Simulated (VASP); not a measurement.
# PIr2 (Fm-3m) in VASP: notebook

Runs on PIr2. Level: LDA. Tasks: single point, relaxation of cell and atoms.

Everything below comes from runs of VASP 6.6.1. Logs are shortened: lines on timing, memory, paths and dates and some standing lists are left out, and cuts for length are marked.

**1. The cell of the first run**

The structure is cubic, space group Fm-3m (No. 225). Conventional cell: a = 5.507 Å, b = 5.507 Å, c = 5.507 Å, α = 90.00°, β = 90.00°, γ = 90.00°. P (site symmetry m-3m) has 8 Ir at 2.38 Å within 3.1 Å. Within 3.1 Å of Ir (site symmetry -43m) lie 4 P at 2.38 Å and 6 Ir at 2.75 Å.

**2. Single point, LDA**

File INCAR:

```
SYSTEM = PIr2
ALGO = Normal ; EDIFF = 1E-6
ENCUT = 500 ; GGA = CA
GGA_COMPAT = .False. ; ISIF = 2
ISMEAR = -1 ; LASPH = .True.
LCHARG = .False. ; LREAL = .False.
LWAVE = .False. ; NBANDS = 18
NELM = 120 ; PREC = Accurate
SIGMA = 0.05
```

File KPOINTS:

```
k-points
0
Gamma
  6 6 6
  0 0 0
```

File POSCAR:

```
PIr2
1.0
    0.0000000000      2.7534683009      2.7534683009
    2.7534683009      0.0000000000      2.7534683009
    2.7534683009      2.7534683009      0.0000000000
P Ir
1 2
Direct
    0.0000000000      0.0000000000      0.0000000000
    0.2500000000      0.2500000000      0.2500000000
    0.7500000000      0.7500000000      0.7500000000
```

Potentials or basis: VASP PAW LDA potentials, release 64 (P, Ir).

The run is started by

```console
cat potpaw_LDA.64/P/POTCAR potpaw_LDA.64/Ir/POTCAR > POTCAR
mpirun -np 1 vasp_std > vasp.out
```

OUTCAR:

```text
SYSTEM = PIr2
   EDIFF = 1E-6
   ENCUT = 500
   GGA = CA
   ISIF = 2
   ISMEAR = -1
   LASPH = .True.
   LREAL = .False.
   NELM = 120
   PREC = Accurate

 ion  position               nearest neighbor table
   1  0.000  0.000  0.000-   3 2.38   3 2.38   3 2.38   2 2.38   3 2.38   2 2.38   2 2.38   2 2.38

   2  0.250  0.250  0.250-   1 2.38   1 2.38   1 2.38   1 2.38   3 2.75   3 2.75   3 2.75   3 2.75
                             3 2.75   3 2.75
   3  0.750  0.750  0.750-   1 2.38   1 2.38   1 2.38   1 2.38   2 2.75   2 2.75   2 2.75   2 2.75
                             2 2.75   2 2.75

  LATTYP: Found a face centered cubic cell.
 ALAT       =     5.5069366018

  Lattice vectors:

 A1 = (   0.0000000000,   2.7534683009,   2.7534683009)
 A2 = (   2.7534683009,   0.0000000000,   2.7534683009)
 A3 = (   2.7534683009,   2.7534683009,   0.0000000000)

Analysis of symmetry for initial positions (statically):
=====================================================================
 Subroutine PRICEL returns:
 Original cell was already a primitive cell.

 Routine SETGRP: Setting up the symmetry group for a
 face centered cubic supercell.

 Subroutine GETGRP returns: Found 48 space group operations
 (whereof 48 operations were pure point group operations)
 out of a pool of 48 trial point group operations.

The static configuration has the point symmetry O_h .

Analysis of symmetry for dynamics (positions and initial velocities):
=====================================================================
 Subroutine PRICEL returns:
 Original cell was already a primitive cell.

 Routine SETGRP: Setting up the symmetry group for a
 face centered cubic supercell.

 Subroutine GETGRP returns: Found 48 space group operations
 (whereof 48 operations were pure point group operations)
 out of a pool of 48 trial point group operations.

The dynamic configuration has the point symmetry O_h .

 Subroutine INISYM returns: Found 48 space group operations
 (whereof 48 operations are pure point group operations),
 and found     1 'primitive' translations

----------------------------------------------------------------------------------------

                                     Primitive cell

  volume of cell :      41.7513

  direct lattice vectors                    reciprocal lattice vectors
     0.000000000  2.753468301  2.753468301    -0.181589162  0.181589162  0.181589162
     2.753468301  0.000000000  2.753468301     0.181589162 -0.181589162  0.181589162
     2.753468301  2.753468301  0.000000000     0.181589162  0.181589162 -0.181589162

  length of vectors
     3.893992215  3.893992215  3.893992215     0.314521654  0.314521654  0.314521654

  position of ions in fractional coordinates (direct lattice)
     0.000000000  0.000000000  0.000000000
     0.250000000  0.250000000  0.250000000
     0.750000000  0.750000000  0.750000000

  ion indices of the primitive-cell ions
   primitive index   ion index
                 1           1
                 2           2
                 3           3

----------------------------------------------------------------------------------------

 KPOINTS: k-points

Automatic generation of k-mesh.
 Grid dimensions read from file:
 generate k-points for:    6    6    6

 Generating k-lattice:

  Cartesian coordinates                     Fractional coordinates (reciprocal lattice)
    -0.030264860  0.030264860  0.030264860     0.166666667  0.000000000  0.000000000
     0.030264860 -0.030264860  0.030264860     0.000000000  0.166666667  0.000000000
     0.030264860  0.030264860 -0.030264860     0.000000000  0.000000000  0.166666667

  Length of vectors
     0.052420276  0.052420276  0.052420276

  Shift w.r.t. Gamma in fractional coordinates (k-lattice)
     0.000000000  0.000000000  0.000000000

 Subroutine IBZKPT returns following result:
 ===========================================

 Found     16 irreducible k-points:

 Following reciprocal coordinates:
            Coordinates               Weight
  0.000000  0.000000  0.000000      1.000000
  0.166667  0.000000  0.000000      8.000000
  0.333333  0.000000  0.000000      8.000000
  0.500000  0.000000  0.000000      4.000000
  0.166667  0.166667  0.000000      6.000000
  0.333333  0.166667  0.000000     24.000000
[... 8 lines left out ...]
 -0.333333  0.333333  0.166667     24.000000
 -0.333333  0.500000  0.166667     12.000000
   k-points           NKPTS =     16   k-points in BZ     NKDIM =     16   number of bands    NBANDS=     18
   number of dos      NEDOS =    301   number of ions     NIONS =      3
   total plane-waves  NPLWV =  21952
   dimension x,y,z NGX =    28 NGY =   28 NGZ =   28
   dimension x,y,z NGXF=    56 NGYF=   56 NGZF=   56
   ions per type =               1   2
   NGX,Y,Z   is equivalent  to a cutoff of  11.95, 11.95, 11.95 a.u.
   NGXF,Y,Z  is equivalent  to a cutoff of  23.91, 23.91, 23.91 a.u.
 SYSTEM =  PIr2
   PREC   = accura    normal or accurate (medium, high low for compatibility)
   ISTART =      0    job   : 0-new  1-cont  2-samecut
   ICHARG =      2    charge: 1-file 2-atom 10-const
   ISPIN  =      1    spin polarized calculation?
   LNONCOLLINEAR =      F non collinear calculations
   LSORBIT =      F    spin-orbit coupling
   LASPH  =      T    aspherical Exc in radial PAW
   ENCUT  =  500.0 eV  36.75 Ry    6.06 a.u.   7.10  7.10  7.10*2*pi/ulx,y,z
   NELM   =    120;   NELMIN=  2; NELMDL= -5     # of ELM steps
   EDIFF  = 0.1E-05   stopping-criterion for ELM
   LREAL  =      F    real-space projection
   EDIFFG = 0.1E-04   stopping-criterion for IOM
   NSW    =      0    number of steps for IOM
   IBRION =     -1    ionic relax: 0-MD 1-quasi-New 2-CG
   NFREE  =      0    steps in history (QN), initial steepest desc. (CG)
   ISIF   =      2    stress and relaxation
   ISYM   =      2    0-nonsym 1-usesym 2-fastsym
   POTIM  = 0.5000    time-step for ionic-motion
   TEBEG  =    0.0;   TEEND  =   0.0 temperature during run
   PSTRESS=    0.0 pullay stress
   NELECT =      23.0000    total number of electrons
   NUPDOWN=      -1.0000    fix difference up-down
   EMIN   =  10.00;   EMAX   =-10.00  energy-range for DOS
   EFERMI =   0.00;   METHOD = LEGACY
   ISMEAR =    -1;   SIGMA  =   0.05  broadening in eV -4-tet -1-fermi 0-gaus
   EFERMI_NEDOS =   21; number of points for ismear=-14 and -15
   IALGO  =     38    algorithm
   IMIX   =      4    mixing-type and parameters
     AMIX     =   0.40;   BMIX     =  1.00
     AMIX_MAG =   1.60;   BMIX_MAG =  1.00
  volume/ion in A,a.u.               =      13.92        93.92
  Fermi-wavevector in a.u.,A,eV,Ry     =   1.342025  2.536060 24.504526  1.801032
  Thomas-Fermi vector in A             =   2.470212
   LORBIT       =      0    0 simple, 1 ext, 2 COOP (PROOUT), +10 PAW based schemes
   GGA     = CA    functional components
   LHFCALC =     F    Hartree Fock is set to
   AEXX    =    0.0000 exact exchange contribution
   IVDW    =     0    specifies the selected vdW correction
   LEPSILON=     F    determine dielectric tensor
   LRPA    =     F    only Hartree local field effects (RPA)
 non-spin polarized calculation
  energy-cutoff  :      500.00
  volume of cell :       41.75
 maximum number of plane-waves:      1068
   NGX = 15   NGY = 15   NGZ = 15

 number of electron      23.0000000 magnetization

 Free energy of the ion-electron system (eV)
  ---------------------------------------------------
  ext. energy  EPLUGINS =         0.00000000
  ---------------------------------------------------
  free energy    TOTEN  =       -28.01567351 eV

  energy without entropy =      -28.00312474  energy(sigma->0) =      -28.00939913

 E-fermi :  10.2611     XC(G=0): -13.2096

 val. band max:       10.1869577096   @ k =   0.3333   0.1667   0.0000
 cond. band min:      10.3008833884   @ k =   0.5000   0.3333   0.1667
 fundamental gap:      0.1139256788
 Fermi energy:        10.2611263178

 k-point     1 :       0.0000    0.0000    0.0000
  band No.  band energies     occupation
      1      -4.4909      2.00000
      2       2.3730      2.00000
      3       2.3730      2.00000
      4       2.3730      2.00000
      5       4.0049      2.00000
      6       4.0049      2.00000
[... 10 lines left out ...]
     17      15.1787      0.00000
     18      15.1787      0.00000

 k-point     2 :       0.1667    0.0000    0.0000
  band No.  band energies     occupation
      1      -4.1430      2.00000
      2       2.2532      2.00000
      3       2.6104      2.00000
      4       2.6104      2.00000
      5       4.3243      2.00000
      6       4.3243      2.00000
[... 10 lines left out ...]
     17      16.6171      0.00000
     18      16.6171      0.00000

 k-point     3 :       0.3333    0.0000    0.0000
  band No.  band energies     occupation
      1      -3.3411      2.00000
      2       2.1729      2.00000
      3       3.1988      2.00000
      4       3.1988      2.00000
      5       5.2451      2.00000
      6       5.2451      2.00000
[... 10 lines left out ...]
     17      18.0522      0.00000
     18      18.0522      0.00000

 k-point     4 :       0.5000    0.0000    0.0000
  band No.  band energies     occupation
      1      -2.8664      2.00000
      2       2.2419      2.00000
      3       3.6014      2.00000
      4       3.6014      2.00000
      5       6.2601      2.00000
      6       6.2601      2.00000
[... 207 lines left out ...]
      4       3.9355      2.00000
      5       5.1902      2.00000
      6       5.5431      2.00000
[... 10 lines left out ...]
     17      17.8647      0.00000
     18      20.0666      0.00000

 k-point    15 :      -0.3333    0.3333    0.1667
  band No.  band energies     occupation
      1      -2.5471      2.00000
      2       2.4105      2.00000
      3       2.6954      2.00000
      4       4.2367      2.00000
      5       5.4052      2.00000
      6       5.8177      2.00000
[... 10 lines left out ...]
     17      18.9078      0.00000
     18      19.3485      0.00000

 k-point    16 :      -0.3333    0.5000    0.1667
  band No.  band energies     occupation
      1      -2.4400      2.00000
      2       1.6812      2.00000
      3       3.2587      2.00000
      4       4.4790      2.00000
      5       5.3358      2.00000
      6       5.6923      2.00000
[... 10 lines left out ...]
     17      18.7525      0.00000
     18      18.9415      0.00000

------------------------ aborting loop because EDIFF is reached ----------------------------------------

  FORCE on cell =-STRESS in cart. coord.  units (eV):
  Direction    XX          YY          ZZ          XY          YZ          ZX
  --------------------------------------------------------------------------------------
  -------------------------------------------------------------------------------------
  Total        0.5308057      0.5308057      0.5308057     -0.0000000     -0.0000000     -0.0000000
  in kB       20.3692926     20.3692926     20.3692926     -0.0000000     -0.0000000     -0.0000000
  external PRESSURE =      20.3692926 kB  Pullay stress =       0.0000000 kB

 VOLUME and BASIS-vectors are now :
 -----------------------------------------------------------------------------
  energy-cutoff  :      500.00
  volume of cell :       41.75
      direct lattice vectors                 reciprocal lattice vectors
     0.000000000  2.753468301  2.753468301    -0.181589162  0.181589162  0.181589162
     2.753468301  0.000000000  2.753468301     0.181589162 -0.181589162  0.181589162
     2.753468301  2.753468301  0.000000000     0.181589162  0.181589162 -0.181589162

 POSITION                                       TOTAL-FORCE (eV/Angst)
 -----------------------------------------------------------------------------------
      0.00000      0.00000      0.00000        -0.000000     -0.000000     -0.000000
      1.37673      1.37673      1.37673        -0.000000     -0.000000     -0.000000
      4.13020      4.13020      4.13020         0.000000      0.000000      0.000000
 -----------------------------------------------------------------------------------
    total drift:                                0.000000      0.000000     -0.000000

  FREE ENERGIE OF THE ION-ELECTRON SYSTEM (eV)
  ---------------------------------------------------
  free  energy   TOTEN  =       -28.0156735076 eV

  energy  without entropy=      -28.0031247442  energy(sigma->0) =      -28.00939913
```

Run time: 19 s. Hardware: 1 thread of Intel Xeon 8259CL, shared host; peak memory 0.15 GiB.

Results:

- Free energy: -28.0157 eV
- Pressure: 2.0 GPa
- Band gap on the k mesh: zero (an odd number of electrons rules out a gap without spin polarisation)

Caveat: spin-orbit coupling is left out, which moves the levels of the heavy elements.

(Continued in part 2 of 2.)

The gap in the log of VASP goes by the Fermi energy; the results here count the filled bands.